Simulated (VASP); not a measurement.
# Li2CF2 (P-3m1) in VASP: a series of runs

Li2CF2 is run at these levels: PBE; tasks: single point.

Program: VASP 6.6.1. These are calculated values, not measurements. Logs are shortened: lines on timing, memory, paths and dates and some standing lists are left out, and cuts for length are marked.

## 1. The cell of the first run

Symmetry: P-3m1, No. 164, trigonal system. Conventional cell: a = 3.038 Å, b = 3.038 Å, c = 9.007 Å, α = 90.00°, β = 90.00°, γ = 120.00°. Within 2.3 Å of Li (site symmetry 3m) lie 4 F at 1.76 to 2.19 Å. C (site symmetry -3m) has 6 C at 3.04 Å and 6 F at 3.80 Å and 6 Li at 3.87 Å within 4.0 Å. F (site symmetry 3m) has 4 Li at 1.76 to 2.19 Å within 2.3 Å.

The cell was built from a structure type or drawn by symmetry, and may not be a known phase.

## 2. Single point, PBE, collinear spin

Input file INCAR:

```
ALGO     = Fast           # electronic algorithm
EDIFF    = 1E-6           # SCF threshold, eV
ENCUT    = 520            # plane-wave cutoff, eV
GGA      = PE             # functional
ISIF     = 2              # what is computed and relaxed
ISMEAR   = 0              # smearing method
ISPIN    = 2              # spin polarisation
LASPH    = True           # aspherical terms in the spheres
LCHARG   = False          # write CHGCAR
LORBIT   = 11             # projections on sites
LREAL    = False          # projectors in reciprocal space
LWAVE    = False          # write WAVECAR
MAGMOM   = 0 0 1.09 0 0   # initial moments
NBANDS   = 24             # bands
NELM     = 150            # most SCF steps
PREC     = Accurate       # precision mode
SIGMA    = 0.1            # smearing width, eV
```

Input file KPOINTS:

```
k-points
0
Gamma
  12 12 6
```

Input file POSCAR:

```
Li2CF2
1.0
    3.0381635482      0.0000000000      0.0000000000
   -1.5190817741      2.6311268136      0.0000000000
    0.0000000000      0.0000000000      9.0074791131
Li C F
2 1 2
Direct
    0.3333333333      0.6666666667      0.3827614510
    0.6666666667      0.3333333333      0.6172385490
    0.0000000000      0.0000000000      0.0000000000
    0.3333333333      0.6666666667      0.6262893059
    0.6666666667      0.3333333333      0.3737106941
```

Potentials or basis: VASP PAW PBE potentials, release 64 (Li_sv, C, F).

Started as:

```sh
cat potpaw_PBE.64/Li_sv/POTCAR potpaw_PBE.64/C/POTCAR potpaw_PBE.64/F/POTCAR > POTCAR
mpirun -np 1 vasp_std > vasp.out
```

OUTCAR:

```text
EDIFF = 1E-6
   ENCUT = 520
   GGA = PE
   ISIF = 2
   ISMEAR = 0
   ISPIN = 2
   LASPH = True
   LORBIT = 11
   LREAL = False
   NELM = 150
   PREC = Accurate

 ion  position               nearest neighbor table
   1  0.333  0.667  0.383-   5 1.76   5 1.76   5 1.76   4 2.19
   2  0.667  0.333  0.617-   4 1.76   4 1.76   4 1.76   5 2.19
   3  0.000  0.000  0.000-
   4  0.333  0.667  0.626-   2 1.76   2 1.76   2 1.76   1 2.19
   5  0.667  0.333  0.374-   1 1.76   1 1.76   1 1.76   2 2.19

  LATTYP: Found a hexagonal cell.
 ALAT       =     3.0381635482
 C/A-ratio  =     2.9647775606

  Lattice vectors:

 A1 = (   3.0381635482,   0.0000000000,   0.0000000000)
 A2 = (  -1.5190817741,   2.6311268136,   0.0000000000)
 A3 = (   0.0000000000,   0.0000000000,   9.0074791131)

Analysis of symmetry for initial positions (statically):
=====================================================================
 Subroutine PRICEL returns:
 Original cell was already a primitive cell.

 Routine SETGRP: Setting up the symmetry group for a
 hexagonal supercell.

 Subroutine GETGRP returns: Found 12 space group operations
 (whereof 12 operations were pure point group operations)
 out of a pool of 24 trial point group operations.

The static configuration has the point symmetry D_3d.

Analysis of symmetry for dynamics (positions and initial velocities):
=====================================================================
 Subroutine PRICEL returns:
 Original cell was already a primitive cell.

 Routine SETGRP: Setting up the symmetry group for a
 hexagonal supercell.

 Subroutine GETGRP returns: Found 12 space group operations
 (whereof 12 operations were pure point group operations)
 out of a pool of 24 trial point group operations.

The dynamic configuration has the point symmetry D_3d.

Analysis of structural, dynamic, and magnetic symmetry:
=====================================================================
 Subroutine PRICEL returns:
 Original cell was already a primitive cell.

 Routine SETGRP: Setting up the symmetry group for a
 hexagonal supercell.

 Subroutine GETGRP returns: Found 12 space group operations
 (whereof 12 operations were pure point group operations)
 out of a pool of 24 trial point group operations.

The overall configuration has the point symmetry D_3d.

 Subroutine INISYM returns: Found 12 space group operations
 (whereof 12 operations are pure point group operations),
 and found     1 'primitive' translations
[... 131 lines left out ...]
   LRPA    =     F    only Hartree local field effects (RPA)
 spin polarized calculation
 RMM-DIIS sequential band-by-band and
 Gauss-broadening in eV      SIGMA  =   0.10
  energy-cutoff  :      520.00
  volume of cell :       72.00
 maximum number of plane-waves:      1971
 NGX is ok and might be reduce to    24
   NGX = 11   NGY = 11   NGZ = 33

 number of electron      23.9999995 magnetization       1.0295042

 Free energy of the ion-electron system (eV)
  ---------------------------------------------------
  ext. energy  EPLUGINS =         0.00000000
  ---------------------------------------------------
  free energy    TOTEN  =       -21.06979144 eV

  energy without entropy =      -21.05748963  energy(sigma->0) =      -21.06364054

 E-fermi :  -1.7094     XC(G=0):  -7.6389

 val. band max:       -1.7119471938   @ k =   0.5000   0.0000   0.5000
 cond. band min:      -1.6668815456   @ k =   0.1667   0.1667   0.0000
 fundamental gap:      0.0450656482
 Fermi energy:        -1.7094430024

 spin component 1

 k-point     1 :       0.0000    0.0000    0.0000
  band No.  band energies     occupation
      1     -44.0224      1.00000
      2     -43.9812      1.00000
      3     -23.0417      1.00000
      4     -22.8062      1.00000
      5     -11.3999      1.00000
      6      -5.5169      1.00000
[... 637 lines left out ...]
     23      16.3730      0.00000
     24      16.4614      0.00000

 [... further k-points ...]

 spin component 2

 k-point     1 :       0.0000    0.0000    0.0000
  band No.  band energies     occupation
      1     -44.0225      1.00000
      2     -43.9813      1.00000
      3     -23.0313      1.00000
      4     -22.7955      1.00000
      5     -10.1607      1.00000
      6      -5.5028      1.00000
[... 637 lines left out ...]
     23      16.4338      0.00000
     24      16.4701      0.00000

 [... further k-points ...]

------------------------ aborting loop because EDIFF is reached ----------------------------------------

  FORCE on cell =-STRESS in cart. coord.  units (eV):
  Direction    XX          YY          ZZ          XY          YZ          ZX
  --------------------------------------------------------------------------------------
  -------------------------------------------------------------------------------------
  Total        0.0660146      0.0660146     -0.1020351      0.0000000      0.0000000      0.0000000
  in kB        1.4689073      1.4689073     -2.2704093      0.0000000      0.0000000      0.0000000
  external PRESSURE =       0.2224684 kB  Pullay stress =       0.0000000 kB

 VOLUME and BASIS-vectors are now :
 -----------------------------------------------------------------------------
  energy-cutoff  :      520.00
  volume of cell :       72.00
      direct lattice vectors                 reciprocal lattice vectors
     3.038163548  0.000000000  0.000000000     0.329146204  0.190032650  0.000000000
    -1.519081774  2.631126814  0.000000000     0.000000000  0.380065299  0.000000000
     0.000000000  0.000000000  9.007479113     0.000000000  0.000000000  0.111018853

 POSITION                                       TOTAL-FORCE (eV/Angst)
 -----------------------------------------------------------------------------------
     -0.00000      1.75408      3.44772        -0.000000      0.000000      0.001466
      1.51908      0.87704      5.55976         0.000000     -0.000000     -0.001466
      0.00000      0.00000      0.00000         0.000000      0.000000      0.000000
     -0.00000      1.75408      5.64129        -0.000000      0.000000     -0.001875
      1.51908      0.87704      3.36619         0.000000     -0.000000      0.001875
 -----------------------------------------------------------------------------------
    total drift:                                0.000000     -0.000000      0.000000

  FREE ENERGIE OF THE ION-ELECTRON SYSTEM (eV)
  ---------------------------------------------------
  free  energy   TOTEN  =       -21.0697914444 eV

  energy  without entropy=      -21.0574896276  energy(sigma->0) =      -21.06364054

 total charge

# of ion       s       p       d       tot
------------------------------------------
    1        2.033   0.072   0.000   2.105
    2        2.033   0.072   0.000   2.105
    3        1.061   0.879   0.000   1.940
    4        1.731   4.424   0.000   6.155
    5        1.731   4.424   0.000   6.155
--------------------------------------------------
tot          8.588   9.870   0.000  18.458

 magnetization (x)

# of ion       s       p       d       tot
------------------------------------------
    1       -0.000  -0.000   0.000  -0.000
    2       -0.000  -0.000   0.000  -0.000
    3        0.025   0.487   0.000   0.512
    4        0.000   0.006   0.000   0.006
    5        0.000   0.006   0.000   0.006
--------------------------------------------------
tot          0.025   0.498   0.000   0.523
```

OSZICAR:

```text
N       E                     dE             d eps       ncg     rms          rms(c)
DAV:   1     0.147400910821E+03    0.14740E+03   -0.11500E+04  9616   0.981E+02
DAV:   2    -0.868612971690E+01   -0.15609E+03   -0.15064E+03 11384   0.256E+02
DAV:   3    -0.230319555860E+02   -0.14346E+02   -0.14198E+02 16528   0.590E+01
[... 12 lines left out ...]
RMM:  16    -0.210697701445E+02   -0.41758E-04   -0.22955E-04 16315   0.650E-02    0.768E-03
RMM:  17    -0.210697839072E+02   -0.13763E-04   -0.91047E-05 16246   0.408E-02    0.729E-03
RMM:  18    -0.210697884701E+02   -0.45629E-05   -0.37185E-05 15775   0.267E-02    0.447E-03
RMM:  19    -0.210697905670E+02   -0.20969E-05   -0.16322E-05 15143   0.185E-02    0.167E-03
RMM:  20    -0.210697914444E+02   -0.87737E-06   -0.76096E-06 14361   0.119E-02
   1 F= -.21069791E+02 E0= -.21063641E+02  d E =-.123018E-01  mag=     1.0295
```

stdout:

```text
POSCAR found type information on POSCAR LiC F
 POSCAR found :  3 types and       5 ions
 scaLAPACK will be used
 LDA part: xc-table for (Slater+PW92), standard interpolation
 POSCAR, INCAR and KPOINTS ok, starting setup
 FFT: planning ... GRIDC
 FFT: planning ... GRID_SOFT
 FFT: planning ... GRID
 WAVECAR not read
 entering main loop
WARNING in EDDRMM: call to ZHEGV failed, returncode =   8  4      6
WARNING in EDDRMM: call to ZHEGV failed, returncode =   8  4     16
WARNING in EDDRMM: call to ZHEGV failed, returncode =   6  3      6
WARNING in EDDRMM: call to ZHEGV failed, returncode =   8  4     14
WARNING in EDDRMM: call to ZHEGV failed, returncode =   8  4      7
```

It took 3.3 min on 1 thread of Intel Xeon 6975P-C (Granite Rapids), shared host; peak memory 0.38 GiB.

What came out:

```
Free energy                                           : -21.0698 eV
Net moment                                            : 1.03 μB per cell
Site moments                                          : Li -0.00; C +0.51; F +0.01 μB
Valence electrons inside the program's atomic spheres : Li 2.10; C 1.94; F 6.16
```

Levels at points of the mesh, in eV from the Fermi level:
Spin up:
| k point | band 11 | band 12 | band 13 | band 14 | band 15 | band 16 |
| --- | --- | --- | --- | --- | --- | --- |
| (0.00, 0.00, 0.00) | -2.30 | -1.00 | 2.27 | 2.27 | 6.02 | 7.78 |
| (0.50, 0.00, 0.00) | -2.20 | -1.62 | -0.01 | 1.49 | 8.99 | 10.02 |
| (0.00, 0.00, 0.50) | -2.26 | -1.14 | 2.27 | 2.27 | 6.67 | 6.76 |
| (0.50, 0.00, 0.50) | -2.24 | -1.61 | 0.00 | 1.49 | 9.46 | 9.60 |
Spin down:
```tsv
k point	band 8	band 9	band 10	band 11	band 12	band 13	band 14	band 15
(0.00, 0.00, 0.00)	-2.51	-2.32	-2.29	-2.29	0.96	3.13	3.13	6.13
(0.50, 0.00, 0.00)	-3.05	-2.64	-2.63	-2.19	-0.96	2.31	2.46	9.11
(0.00, 0.00, 0.50)	-2.51	-2.29	-2.29	-2.24	0.87	3.13	3.13	6.92
(0.50, 0.00, 0.50)	-3.05	-2.64	-2.62	-2.20	-0.96	2.31	2.47	9.46
```

Caveat: the cutoff is under 1.25 times the usual one of these potentials, so pressure, stress and relaxed cells hold a basis-set (Pulay) error.

## 3. Single point, PBE, collinear spin

This run uses another cell than the first one, of 10.13 Å³/atom.

Input file INCAR:

```
SYSTEM = Li2CF2
ALGO     = Fast           ! electronic algorithm
EDIFF    = 1E-7           ! SCF threshold, eV
ENCUT    = 520            ! plane-wave cutoff, eV
GGA      = PE             ! functional
ISIF     = 2              ! what is computed and relaxed
ISMEAR   = 0              ! smearing method
ISPIN    = 2              ! spin polarisation
LASPH    = .True.         ! aspherical terms in the spheres
LCHARG   = .True.         ! write CHGCAR
LELF     = .True.         ! ELF
LORBIT   = 11             ! projections on sites
LREAL    = .False.        ! projectors in reciprocal space
LVHAR    = .True.       
LWAVE    = .False.        ! write WAVECAR
MAGMOM   = 0 0 1 1 1      ! initial moments
NBANDS   = 24             ! bands
NELM     = 150            ! most SCF steps
PREC     = Accurate       ! precision mode
SIGMA    = 0.1            ! smearing width, eV
```

Input file KPOINTS:

```
k-points
0
Gamma
  6 6 4
  0 0 0
```

Input file POSCAR:

```
Li2CF2
1.0
    3.2224213800      0.0000000000      0.0000000000
   -1.6112106900      2.7906987800      0.0000000000
    0.0000000000      0.0000000000      5.6333005400
Li C F
2 1 2
Direct
    0.3333333300      0.6666666700      0.2839952400
    0.6666666700      0.3333333300      0.7160047600
    0.0000000000      0.0000000000      0.0000000000
    0.3333333300      0.6666666700      0.6290934100
    0.6666666700      0.3333333300      0.3709065900
```

Potentials or basis: VASP PAW PBE potentials, release 64 (Li_sv, C, F).

Started as:

```sh
cat potpaw_PBE.64/Li_sv/POTCAR potpaw_PBE.64/C/POTCAR potpaw_PBE.64/F/POTCAR > POTCAR
mpirun -np 1 vasp_std > vasp.out
```

Run time: 33 s. Hardware: 1 thread of Intel Xeon 6975P-C (Granite Rapids), shared host; peak memory 0.19 GiB.

Results (log left out):

| Property | Result |
| --- | --- |
| Free energy | -19.7305 eV |
| Largest force | 2.043 eV/Å |
| Net moment | 0.70 μB per cell |
| Site moments | Li +0.00; C +0.35; F +0.01 μB |
| Valence electrons inside the program's atomic spheres | Li 2.08; C 2.00; F 6.09 |

Forces on the atoms (eV/Å):
```
Li   0.000  0.000  0.980
Li   0.000  0.000 -0.980
C    0.000  0.000  0.000
F    0.000  0.000  2.043
F    0.000  0.000 -2.043
```

Levels at points of the mesh, in eV from the Fermi level:
Spin up:
| k point | band 8 | band 9 | band 10 | band 11 | band 12 | band 13 | band 14 | band 15 | band 16 | band 17 |
| --- | --- | --- | --- | --- | --- | --- | --- | --- | --- | --- |
| (0.00, 0.00, 0.00) | -2.79 | -2.79 | -1.82 | -1.82 | 0.01 | 1.39 | 1.39 | 8.92 | 10.04 | 13.72 |
| (0.50, 0.00, 0.00) | -3.44 | -2.77 | -1.85 | -1.81 | -0.77 | -0.05 | 0.75 | 10.08 | 10.69 | 12.85 |
| (0.00, 0.00, 0.50) | -2.80 | -1.81 | -1.81 | -1.70 | -0.55 | 1.37 | 1.37 | 9.66 | 9.95 | 12.59 |
| (0.50, 0.00, 0.50) | -3.38 | -2.89 | -1.94 | -1.68 | -1.30 | 0.21 | 0.83 | 10.15 | 11.28 | 11.66 |
Spin down:
```
           k point  band 9  band 10  band 11  band 12  band 13  band 14  band 15  band 16
(0.00, 0.00, 0.00)   -2.46    -1.82    -1.82     1.15     1.97     1.97     9.06    10.47
(0.50, 0.00, 0.00)   -2.52    -1.80    -1.78    -0.46     1.29     1.32    10.31    10.86
(0.00, 0.00, 0.50)   -1.81    -1.81    -1.61     0.74     1.95     1.95    10.11    10.18
(0.50, 0.00, 0.50)   -2.63    -1.91    -1.65    -0.90     1.35     1.54    10.39    11.51
```

Caveat: the k points lie up to 0.38 Å⁻¹ apart; the cutoff is under 1.25 times the usual one of these potentials, so pressure, stress and relaxed cells hold a basis-set (Pulay) error; forces of over 1 eV/Å act on the atoms, so gaps and moduli don't describe the material at rest.
